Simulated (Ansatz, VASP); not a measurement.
# KBr in VASP and in Ansatz

INCAR

```
SYSTEM = KBr
ALGO     = Normal         ! electronic algorithm
EDIFF    = 1E-7           ! SCF threshold, eV
ENCUT    = 520            ! plane-wave cutoff, eV
GGA      = PE             ! functional
ISIF     = 2              ! what is computed and relaxed
ISMEAR   = 1              ! smearing method
LASPH    = .True.         ! aspherical terms in the spheres
LCHARG   = .False.        ! write CHGCAR
LREAL    = .False.        ! projectors in reciprocal space
LWAVE    = .False.        ! write WAVECAR
NBANDS   = 15             ! bands
NELM     = 100            ! most SCF steps
PREC     = Accurate       ! precision mode
SIGMA    = 0.01           ! smearing width, eV
```

Contents of KPOINTS:

```
k-points
0
Gamma
  4 4 4
  0 0 0
```

The input POSCAR:

```
KBr
1.0
   -0.0242900000      3.3333800000      3.3340700000
    3.3419900000     -0.0061400000      3.3159300000
    3.3214300000      3.2946800000      0.0144100000
K Br
1 1
Direct
    0.9705600000      0.0155700000      0.9679800000
    0.5013205602      0.4660223781      0.5144668309
```

Input for Ansatz:

```yaml
crystal:
  lattice:
    - [-0.02429, 3.33338, 3.33407]
    - [3.34199, -0.00614, 3.31593]
    - [3.32143, 3.29468, 0.01441]
  atoms:
    - { symbol: K, position: [0.97056, 0.01557, 0.96798] }
    - { symbol: Br, position: [0.5013205602231929, 0.46602237807878927, 0.5144668309409767] }
basis:
  ecutwfc: 540.0
  xc_grid: 2
kpoints:
  mp_grid:
    grid: [4, 4, 4]
hamiltonian:
  xc: pbe
scf:
  convergence:
    dr2_threshold: 1.0e-09
  occupations:
    method: cold
    width: 0.01
output:
  forces: true
  stress: true
```

Alike in both runs: task single point; functional PBE; k mesh 4 × 4 × 4; no spin polarisation.

```csv
,VASP,Ansatz
version,VASP 6.6.1,Ansatz 0.2.0
potentials or method,"VASP PAW PBE potentials, release 64 (K_sv, Br), cutoff 520 eV","plane waves, PAW"
occupations,"methfessel-paxton of order 1, width 0.01 eV","cold, width 0.01 eV"
valence electrons in the cell,16,16
```

|  | VASP | Ansatz | Ansatz less VASP |
| --- | --- | --- | --- |
| pressure (GPa) | 0.8 | 0.7 | -0.04 |
| traceless stress, the component that is largest in VASP (GPa) | 0.93 | 0.92 | -0.014 |
| rms of the force components (eV/Å) | 0.209 | 0.206 | -0.0032 |

Atom by atom the forces differ by 0.003 eV/Å (rms over components). Ansatz's warnings: stress scf threshold loose.
